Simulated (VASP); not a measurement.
Runs of VASP 6.6.1 on Tl. It takes space group P6_3/mmc (No. 194, hexagonal). The conventional cell has a = 3.456 Å, b = 3.456 Å, c = 5.525 Å, α = 90.00°, β = 90.00°, γ = 120.00°. Within 4.5 Å of Tl (site symmetry -6m2) lie 12 Tl at 3.41 to 3.46 Å. 

```csv
k mesh,gap on the mesh (eV),pressure (GPa)
9 × 9 × 5,none,3.4
5 × 5 × 3,none,3.2
6 × 6 × 3,none,3.1
7 × 7 × 4,none,(a)
3 × 3 × 2,none,3.1
```

Alike in all rows: task single point; level PBE; potentials or basis VASP PAW PBE potentials, release 64 (Tl_d); no spin polarisation; cell as given; cutoff (eV) 520; smearing fermi-dirac 0.1 eV.

Problem. Estimate the missing entries.

Solution. (a) 3.3.

Caveats: some runs use coarse meshes; spin-orbit coupling is left out, which moves the levels of the heavy elements.

A k mesh can miss the band edges, and the runs leave out spin-orbit coupling on Tl.

A gap of «none» marks levels without a gap at the run's occupations.
